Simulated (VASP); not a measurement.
Here is a VASP 6.6.1 calculation.

File INCAR:

```
  PREC = Accurate
  ENCUT = 600
  EDIFF = 1E-6
  ISMEAR = -1
  SIGMA = 0.05
  LREAL = False
  LASPH = True
  NELM = 120
  ALGO = Normal
  ISIF = 2
  LWAVE = False
  LCHARG = False
  GGA = PE
  NBANDS = 18
  GGA_COMPAT = False
```

The input KPOINTS:

```
Automatic mesh
0
Gamma
  8 8 8
```

Contents of POSCAR:

```
BiO
1.0
    1.8741215125      1.0820245598      2.3921943818
   -1.8741215125      1.0820245598      2.3921943818
    0.0000000000     -2.1640491195      2.3921943818
Bi O
1 1
Direct
   -0.1124997875     -0.1124997875     -0.1124997875
    0.3874997875      0.3874997875      0.3874997875
```

Potentials or basis: VASP PAW PBE potentials, release 64 (Bi_d, O).

Run with:

```sh
$ cat potpaw_PBE.64/Bi_d/POTCAR potpaw_PBE.64/O/POTCAR > POTCAR
$ mpirun -np 1 vasp_std > vasp.out
```

Task: Estimate the pressure.

Result: 29.9 GPa.

Caveat: an odd number of electrons without spin polarisation forces a metal; a magnetic or distorted state may lie lower.
